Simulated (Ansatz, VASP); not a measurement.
**One calculation of CO2, two programs**

```
C O
1.0
     4.33500    0.00000    0.00000
     0.00000    4.33500    0.00000
     0.00000    0.00000    6.10200
C O
4 8
Direct
  0.49979 0.49979 0.00000
  0.00021 0.99979 0.25000
  0.50021 0.50021 0.50000
  0.99979 0.00021 0.75000
  0.18914 0.18895 0.25008
  0.31105 0.68914 0.50008
  0.81086 0.81105 0.75008
  0.68895 0.31086 0.00008
  0.68914 0.31105 0.49992
  0.81105 0.81086 0.24992
  0.31086 0.68895 0.99992
  0.18895 0.18914 0.74992
```

Alike in both runs: task electric field gradients; functional PBEsol; k mesh 5 × 5 × 4; occupations fermi-dirac, width 0.02 eV; no spin polarisation.

|  | VASP | Ansatz |
| --- | --- | --- |
| version | VASP 6.6.1 | Ansatz 0.2.0 |
| potentials or method | VASP PAW PBE potentials, release 64 (C, O) | plane-wave PAW, scalar-relativistic |
| plane-wave cutoff (eV) | 520 | 420 |
| valence electrons in the cell | 64 | 64 |

```csv
,VASP,Ansatz,Ansatz less VASP
gap on the k mesh at the Fermi level (eV),6.45,6.46,+0.014
pressure (GPa),17.8,15.2,-2.60
"traceless stress, the component that is largest in VASP (GPa)",-2.66,0.47,+3.131
rms of the force components (eV/Å),0.355,0.006,-0.3498
size of Vzz on the site where it differs most (V/Å²),50.4,29.6,-20.71
```

VASP's potentials were made for PBE, not for PBEsol. Atom by atom the forces differ by 0.350 eV/Å (rms over components). With one functional, cell and mesh, what is left measures potentials, basis and numerics.

Noted on VASP's run: the standard files for N, O and F lose accuracy on very short bonds.
